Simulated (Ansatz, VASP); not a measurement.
**One calculation of SnTe, two programs**

```
Sn Te
1.0
     5.53256    0.00000    0.00000
    -2.76628    4.79134    0.00000
     0.00000    0.00000    6.63871
Sn Te
2 2
Direct
  0.33333 0.66667 0.94972
  0.66667 0.33333 0.44972
  0.33333 0.66667 0.42528
  0.66667 0.33333 0.92528
```

Alike in both runs: task single point; functional PBE; k mesh 6 × 6 × 4; no spin polarisation.

|  | VASP | Ansatz |
| --- | --- | --- |
| version | VASP 6.6.1 | Ansatz 0.2.0 |
| potentials or method | VASP PAW PBE potentials, release 64 (Sn_d, Te) | plane waves, PAW |
| plane-wave cutoff (eV) | 520 | 420 |
| occupations | gaussian, width 0.01 eV | fixed |
| valence electrons in the cell | 40 | 60 |

Ansatz gave:

| Item | Value |
| --- | --- |
| gap on the k mesh at the Fermi level (eV) | 0.74 |
| pressure (GPa) | -1.5 |
| rms of the force components (eV/Å) | 0.046 |

Q: Estimate VASP's values.

A: gap on the k mesh at the Fermi level (eV): 0.74; pressure (GPa): -1.6; rms of the force components (eV/Å): 0.044.

Atom by atom the forces differ by 0.002 eV/Å (rms over components). VASP's potentials hold 40 valence electrons a cell and Ansatz's 60, so a difference there can come from the potentials and not from the codes.

Spin-orbit coupling is off throughout.
